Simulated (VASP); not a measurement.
# Na (Fd-3m) in VASP: a series of runs

The runs below take Na through single point, relaxation of cell and atoms, with BLYP.

All numbers are computed with VASP 6.6.1; they aren't measurements. Logs are shortened: lines on timing, memory, paths and dates and some standing lists are left out, and cuts for length are marked.

## (1) The cell of the first run

The structure is cubic, space group Fd-3m (No. 227). The conventional cell has a = 8.225 Å, b = 8.225 Å, c = 8.225 Å, α = 90.00°, β = 90.00°, γ = 90.00°. Na (site symmetry -43m) has 4 Na at 3.56 Å within 4.7 Å.

## (2) Single point, BLYP (volume scaled by 1.12)

The input, INCAR:

```
  AGGAC = 1.0
  AGGAX = 1.0
  ALDAC = 0.0
  ALDAX = 1.0
  ALGO = Normal
  EDIFF = 1E-6
  ENCUT = 520
  GGA = B5
  ISIF = 2
  ISMEAR = -1
  LASPH = T
  LCHARG = T
  LELF = T
  LREAL = F
  LVHAR = T
  LWAVE = F
  NBANDS = 14
  NELM = 100
  PREC = Accurate
  SIGMA = 0.1
```

The input, KPOINTS:

```
k-points
0
Gamma
  8 8 8
```

The input, POSCAR:

```
Na
1.0
    0.0000000000      4.1125032584      4.1125032584
    4.1125032584      0.0000000000      4.1125032584
    4.1125032584      4.1125032584      0.0000000000
Na
2
Direct
    0.1250000000      0.1250000000      0.1250000000
    0.8750000000      0.8750000000      0.8750000000
```

Potentials or basis: VASP PAW PBE potentials, release 64 (Na_pv).

The run is started by

```
$ cat potpaw_PBE.64/Na_pv/POTCAR > POTCAR
$ mpirun -np 1 vasp_std > vasp.out
```

OUTCAR:

```text
EDIFF = 1E-6
   ENCUT = 520
   GGA = B5
   ISIF = 2
   ISMEAR = -1
   LASPH = T
   LREAL = F
   NELM = 100
   PREC = Accurate

 ion  position               nearest neighbor table
   1  0.125  0.125  0.125-
   2  0.875  0.875  0.875-

  LATTYP: Found a face centered cubic cell.
 ALAT       =     8.2250065168

  Lattice vectors:

 A1 = (   0.0000000000,   4.1125032584,   4.1125032584)
 A2 = (   4.1125032584,   0.0000000000,   4.1125032584)
 A3 = (   4.1125032584,   4.1125032584,   0.0000000000)

Analysis of symmetry for initial positions (statically):
=====================================================================
 Subroutine PRICEL returns:
 Original cell was already a primitive cell.

 Routine SETGRP: Setting up the symmetry group for a
 face centered cubic supercell.

 Subroutine GETGRP returns: Found 48 space group operations
 (whereof 12 operations were pure point group operations)
 out of a pool of 48 trial point group operations.

The static configuration has the point symmetry D_3d.
 The point group associated with its full space group is O_h .

Analysis of symmetry for dynamics (positions and initial velocities):
=====================================================================
 Subroutine PRICEL returns:
 Original cell was already a primitive cell.

 Routine SETGRP: Setting up the symmetry group for a
 face centered cubic supercell.

 Subroutine GETGRP returns: Found 48 space group operations
 (whereof 12 operations were pure point group operations)
 out of a pool of 48 trial point group operations.

The dynamic configuration has the point symmetry D_3d.
 The point group associated with its full space group is O_h .

 Subroutine INISYM returns: Found 48 space group operations
 (whereof 12 operations are pure point group operations),
 and found     1 'primitive' translations

----------------------------------------------------------------------------------------

                                     Primitive cell

  volume of cell :     139.1069

  direct lattice vectors                    reciprocal lattice vectors
     0.000000000  4.112503258  4.112503258    -0.121580451  0.121580451  0.121580451
     4.112503258  0.000000000  4.112503258     0.121580451 -0.121580451  0.121580451
     4.112503258  4.112503258  0.000000000     0.121580451  0.121580451 -0.121580451

  length of vectors
     5.815957883  5.815957883  5.815957883     0.210583518  0.210583518  0.210583518

  position of ions in fractional coordinates (direct lattice)
     0.125000000  0.125000000  0.125000000
     0.875000000  0.875000000  0.875000000

  ion indices of the primitive-cell ions
   primitive index   ion index
                 1           1
                 2           2

----------------------------------------------------------------------------------------

 KPOINTS: k-points

Automatic generation of k-mesh.
 Grid dimensions read from file:
 generate k-points for:    8    8    8

 Generating k-lattice:

  Cartesian coordinates                     Fractional coordinates (reciprocal lattice)
    -0.015197556  0.015197556  0.015197556     0.125000000  0.000000000  0.000000000
     0.015197556 -0.015197556  0.015197556     0.000000000  0.125000000  0.000000000
     0.015197556  0.015197556 -0.015197556     0.000000000  0.000000000  0.125000000

  Length of vectors
     0.026322940  0.026322940  0.026322940

  Shift w.r.t. Gamma in fractional coordinates (k-lattice)
     0.000000000  0.000000000  0.000000000

 Subroutine IBZKPT returns following result:
 ===========================================

 Found     29 irreducible k-points:

 Following reciprocal coordinates:
            Coordinates               Weight
  0.000000  0.000000  0.000000      1.000000
  0.125000  0.000000  0.000000      8.000000
  0.250000  0.000000  0.000000      8.000000
  0.375000  0.000000  0.000000      8.000000
  0.500000  0.000000  0.000000      4.000000
  0.125000  0.125000  0.000000      6.000000
[... 16 lines left out ...]
  0.500000  0.250000  0.125000     48.000000
 -0.375000  0.250000  0.125000     24.000000
 [... further k-points ...]
   k-points           NKPTS =     29   k-points in BZ     NKDIM =     29   number of bands    NBANDS=     14
   number of dos      NEDOS =    301   number of ions     NIONS =      2
   total plane-waves  NPLWV = 110592
   dimension x,y,z NGX =    48 NGY =   48 NGZ =   48
   dimension x,y,z NGXF=    96 NGYF=   96 NGZF=   96
   ions per type =               2
   NGX,Y,Z   is equivalent  to a cutoff of  13.72, 13.72, 13.72 a.u.
   NGXF,Y,Z  is equivalent  to a cutoff of  27.44, 27.44, 27.44 a.u.
 SYSTEM =  unknown system
   PREC   = accura    normal or accurate (medium, high low for compatibility)
   ISTART =      0    job   : 0-new  1-cont  2-samecut
   ICHARG =      2    charge: 1-file 2-atom 10-const
   ISPIN  =      1    spin polarized calculation?
   LNONCOLLINEAR =      F non collinear calculations
   LSORBIT =      F    spin-orbit coupling
   LASPH  =      T    aspherical Exc in radial PAW
   ENCUT  =  520.0 eV  38.22 Ry    6.18 a.u.  10.81 10.81 10.81*2*pi/ulx,y,z
   NELM   =    100;   NELMIN=  2; NELMDL= -5     # of ELM steps
   EDIFF  = 0.1E-05   stopping-criterion for ELM
   LREAL  =      F    real-space projection
   EDIFFG = 0.1E-04   stopping-criterion for IOM
   NSW    =      0    number of steps for IOM
   IBRION =     -1    ionic relax: 0-MD 1-quasi-New 2-CG
   NFREE  =      0    steps in history (QN), initial steepest desc. (CG)
   ISIF   =      2    stress and relaxation
   ISYM   =      2    0-nonsym 1-usesym 2-fastsym
   POTIM  = 0.5000    time-step for ionic-motion
   TEBEG  =    0.0;   TEEND  =   0.0 temperature during run
   PSTRESS=    0.0 pullay stress
   NELECT =      14.0000    total number of electrons
   NUPDOWN=      -1.0000    fix difference up-down
   EMIN   =  10.00;   EMAX   =-10.00  energy-range for DOS
   EFERMI =   0.00;   METHOD = LEGACY
   ISMEAR =    -1;   SIGMA  =   0.10  broadening in eV -4-tet -1-fermi 0-gaus
   EFERMI_NEDOS =   21; number of points for ismear=-14 and -15
   IALGO  =     38    algorithm
   IMIX   =      4    mixing-type and parameters
     AMIX     =   0.40;   BMIX     =  1.00
     AMIX_MAG =   1.60;   BMIX_MAG =  1.00
  volume/ion in A,a.u.               =      69.55       469.37
  Fermi-wavevector in a.u.,A,eV,Ry     =   0.761497  1.439020  7.889705  0.579877
  Thomas-Fermi vector in A             =   1.860749
   LORBIT       =      0    0 simple, 1 ext, 2 COOP (PROOUT), +10 PAW based schemes
   GGA     = B5    functional components
   LHFCALC =     F    Hartree Fock is set to
   AEXX    =    0.0000 exact exchange contribution
   IVDW    =     0    specifies the selected vdW correction
   LEPSILON=     F    determine dielectric tensor
   LRPA    =     F    only Hartree local field effects (RPA)
 non-spin polarized calculation
  energy-cutoff  :      520.00
  volume of cell :      139.11
 maximum number of plane-waves:      3759
 NGX is ok and might be reduce to    48
   NGX = 21   NGY = 21   NGZ = 21

 number of electron      13.9999985 magnetization

 Free energy of the ion-electron system (eV)
  ---------------------------------------------------
  ext. energy  EPLUGINS =         0.00000000
  ---------------------------------------------------
  free energy    TOTEN  =        -1.44345483 eV

  energy without entropy =       -1.41309942  energy(sigma->0) =       -1.42827712

 E-fermi :  -0.6729     XC(G=0):  -4.3730

 val. band max:       -0.7039893935   @ k =   0.5000   0.5000   0.0000
 cond. band min:      -0.6427781470   @ k =   0.5000   0.0000   0.0000
 fundamental gap:      0.0612112465
 Fermi energy:        -0.6728884175

 k-point     1 :       0.0000    0.0000    0.0000
  band No.  band energies     occupation
      1     -26.2908      2.00000
      2     -26.2908      2.00000
      3     -26.2908      2.00000
      4     -26.2749      2.00000
      5     -26.2749      2.00000
      6     -26.2749      2.00000
      7      -2.7850      2.00000
      8       3.1776      0.00000
      9       3.1776      0.00000
     10       3.1776      0.00000
     11       3.6636      0.00000
     12       3.6636      0.00000
     13       3.6636      0.00000
     14       4.6131      0.00000

 k-point     2 :       0.1250    0.0000    0.0000
  band No.  band energies     occupation
      1     -26.2911      2.00000
      2     -26.2911      2.00000
      3     -26.2907      2.00000
      4     -26.2751      2.00000
      5     -26.2747      2.00000
      6     -26.2747      2.00000
      7      -2.6844      2.00000
      8       2.1830      0.00000
      9       2.9395      0.00000
     10       2.9395      0.00000
     11       3.7650      0.00000
     12       3.9794      0.00000
     13       3.9794      0.00000
     14       5.2071      0.00000

 k-point     3 :       0.2500    0.0000    0.0000
  band No.  band energies     occupation
      1     -26.2916      2.00000
      2     -26.2916      2.00000
      3     -26.2904      2.00000
      4     -26.2755      2.00000
      5     -26.2742      2.00000
      6     -26.2742      2.00000
      7      -2.3871      2.00000
      8       0.9746      0.00000
      9       2.6877      0.00000
     10       2.6877      0.00000
     11       3.5503      0.00000
     12       4.0762      0.00000
     13       4.0763      0.00000
     14       5.3320      0.00000
[... 324 lines left out ...]
 k-point    23 :       0.5000    0.2500    0.1250
  band No.  band energies     occupation
      1     -26.2934      2.00000
      2     -26.2926      2.00000
      3     -26.2876      2.00000
      4     -26.2783      2.00000
      5     -26.2732      2.00000
      6     -26.2725      2.00000
      7      -1.6582      1.99989
      8       0.1304      0.00065
      9       1.1393      0.00000
     10       1.8701      0.00000
     11       3.6013      0.00000
     12       4.0383      0.00000
     13       4.6232      0.00000
     14       5.3962      0.00000

 k-point    24 :      -0.3750    0.2500    0.1250
  band No.  band energies     occupation
      1     -26.2936      2.00000
      2     -26.2928      2.00000
      3     -26.2871      2.00000
      4     -26.2788      2.00000
      5     -26.2730      2.00000
      6     -26.2723      2.00000
      7      -1.2645      1.99462
      8      -0.4388      0.17560
      9       1.1193      0.00000
     10       1.7088      0.00000
     11       3.6521      0.00000
     12       3.8251      0.00000
     13       5.3303      0.00000
     14       5.7096      0.00000

 [... further k-points ...]

------------------------ aborting loop because EDIFF is reached ----------------------------------------

  FORCE on cell =-STRESS in cart. coord.  units (eV):
  Direction    XX          YY          ZZ          XY          YZ          ZX
  --------------------------------------------------------------------------------------
  -------------------------------------------------------------------------------------
  Total       -0.1520876     -0.1520876     -0.1520876      0.0000000      0.0000000      0.0000000
  in kB       -1.7516834     -1.7516834     -1.7516834      0.0000000      0.0000000      0.0000000
  external PRESSURE =      -1.7516834 kB  Pullay stress =       0.0000000 kB

 VOLUME and BASIS-vectors are now :
 -----------------------------------------------------------------------------
  energy-cutoff  :      520.00
  volume of cell :      139.11
      direct lattice vectors                 reciprocal lattice vectors
     0.000000000  4.112503258  4.112503258    -0.121580451  0.121580451  0.121580451
     4.112503258  0.000000000  4.112503258     0.121580451 -0.121580451  0.121580451
     4.112503258  4.112503258  0.000000000     0.121580451  0.121580451 -0.121580451

 POSITION                                       TOTAL-FORCE (eV/Angst)
 -----------------------------------------------------------------------------------
      1.02813      1.02813      1.02813         0.000000     -0.000000     -0.000000
      7.19688      7.19688      7.19688        -0.000000      0.000000      0.000000
 -----------------------------------------------------------------------------------
    total drift:                               -0.000000     -0.000000     -0.000000

  FREE ENERGIE OF THE ION-ELECTRON SYSTEM (eV)
  ---------------------------------------------------
  free  energy   TOTEN  =        -1.4434548255 eV

  energy  without entropy=       -1.4130994164  energy(sigma->0) =       -1.42827712
```

It took 48 s on 1 thread of Intel Xeon Platinum 8488C (Sapphire Rapids), shared host; peak memory 0.31 GiB.

Results:

* Free energy: -1.4435 eV
* Pressure: -0.2 GPa
* Band gap on the k mesh: zero (band 7 reaches -0.55 eV, above the bottom of band 8 at -0.70 eV)

Caveat: the cell differs from its parent crystal (volume scaled by 1.12); the PAW data sets were made with another functional, which shifts forces and pressure a little.

## (3) Single point, BLYP

This run uses another cell than the first one, of 62.10 Å³/atom, 0.893 times its volume.

The input, INCAR:

```
SYSTEM = Na
PREC     = Accurate       ! precision mode
ENCUT    = 520            ! plane-wave cutoff, eV
EDIFF    = 1E-7           ! SCF threshold, eV
ISMEAR   = -1             ! smearing method
SIGMA    = 0.1            ! smearing width, eV
LREAL    = .False.        ! projectors in reciprocal space
LASPH    = .True.         ! aspherical terms in the spheres
NELM     = 100            ! most SCF steps
ALGO     = Normal         ! electronic algorithm
ISIF     = 2              ! what is computed and relaxed
LWAVE    = .False.        ! write WAVECAR
LCHARG   = .False.        ! write CHGCAR
GGA      = B5             ! functional
ALDAX    = 1.0          
AGGAX    = 1.0          
AGGAC    = 1.0          
ALDAC    = 0.0          
NBANDS   = 14             ! bands
```

The input, KPOINTS:

```
regular mesh
0
Gamma
  11 11 11
  0 0 0
```

The input, POSCAR:

```
Na
1.0
    0.0000000000      3.9600461529      3.9600461529
    3.9600461529      0.0000000000      3.9600461529
    3.9600461529      3.9600461529      0.0000000000
Na
2
Direct
    0.1250000000      0.1250000000      0.1250000000
    0.8750000000      0.8750000000      0.8750000000
```

Potentials or basis: VASP PAW PBE potentials, release 64 (Na_pv).

The run is started by

```
$ cat potpaw_PBE.64/Na_pv/POTCAR > POTCAR
$ mpirun -np 1 vasp_std > vasp.out
```

Wall time 62 s (1 thread of Intel Xeon Platinum 8488C (Sapphire Rapids), shared host); peak memory 0.27 GiB.

The run converged. Its results:

```yaml
Free_energy: -1.4498 eV
Pressure: 0.0 GPa
Band_gap_on_the_k_mesh: zero (band 7 reaches -0.44 eV, above the bottom of band 8 at -0.45 eV)
```

Levels at points of the mesh, in eV from the Fermi level:
```csv
k point,band 5,band 6,band 7,band 8,band 9,band 10
"(0.00, 0.00, 0.00)",-25.58,-25.58,-2.30,4.13,4.13,4.13
```

Caveat: the PAW data sets were made with another functional, which shifts forces and pressure a little.

[end of part 1 of 2]
